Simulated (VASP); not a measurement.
Set up this calculation in VASP 6.6.1, as the native input.

| Quantity | Value |
| --- | --- |
| Task | relaxation of cell and atoms |
| Functional | PBE |
| Potentials or basis | VASP PAW PBE potentials, release 64 (Zr_sv, Ta_pv, C) |
| Cutoff | 600 eV |
| k mesh | 12 × 12 × 6 |
| Occupations | gaussian, width 0.1 eV |
| Spin | no spin polarisation |
| Dipole correction | no |
| Further INCAR settings | ALGO = Normal; EDIFF = 1e-06; IBRION = 2; EDIFFG = -0.01; NSW = 100; ISIF = 3 |

The structure of ZrTa2C2 lies in POSCAR:

```
ZrTa2C2
1.0
    3.2076393000      0.0000000000      0.0000000000
   -1.6038196000      2.7778971000      0.0000000000
    0.0000000000      0.0000000000      7.7004612000
Zr Ta C
1 2 2
Direct
    0.0000000000      0.0000000000      0.0000000000
    0.3333333000      0.6666667000      0.3334490000
    0.6666667000      0.3333333000      0.6665510000
    0.3333333000      0.6666667000      0.8111560000
    0.6666667000      0.3333333000      0.1888440000
```

These files were run (other wordings do the same):

INCAR

```
SYSTEM = ZrTa2C2
ALGO     = Normal         ! electronic algorithm
EDIFF    = 1E-6           ! SCF threshold, eV
EDIFFG   = -0.01          ! ionic threshold
ENCUT    = 600            ! plane-wave cutoff, eV
GGA      = PE             ! functional
IBRION   = 2              ! ionic algorithm
ISIF     = 3              ! what is computed and relaxed
ISMEAR   = 0              ! smearing method
LASPH    = .TRUE.         ! aspherical terms in the spheres
LCHARG   = .FALSE.        ! write CHGCAR
LREAL    = .FALSE.        ! projectors in reciprocal space
LWAVE    = .FALSE.        ! write WAVECAR
NELM     = 100            ! most SCF steps
NSW      = 100            ! ionic steps
PREC     = Accurate       ! precision mode
SIGMA    = 0.1            ! smearing width, eV
```

KPOINTS

```
k-points
0
G
  12 12 6
  0 0 0
```

Potentials or basis: VASP PAW PBE potentials, release 64 (Zr_sv, Ta_pv, C).

Launch:

```console
$ cat potpaw_PBE.64/Zr_sv/POTCAR potpaw_PBE.64/Ta_pv/POTCAR potpaw_PBE.64/C/POTCAR > POTCAR
$ mpirun -np 1 vasp_std > vasp.out
```

It gave:

```
Relaxed volume                         : 13.74 Å³/atom
Relaxed cell                           : a = 3.209 Å, b = 3.209 Å, c = 7.703 Å, α = 90.00°, β = 90.00°, γ = 120.00°
Space group after relaxing (to 0.05 Å) : P-3m1 (No. 164)
Energy gained by relaxing              : 0.0 meV/atom
Ionic steps                            : 3
Pressure after relaxing                : 0.0 GPa
Largest force after relaxing           : 0.008 eV/Å
Band gap on the k mesh                 : zero (band 21 reaches 8.23 eV, above the bottom of band 22 at 7.58 eV)
```

Caveat: spin-orbit coupling is left out, which moves the levels of the heavy elements.

Run time: 6.5 min on 1 thread of Oxide Virtual Turin-like Processor (shared host), peak memory 0.35 GiB.
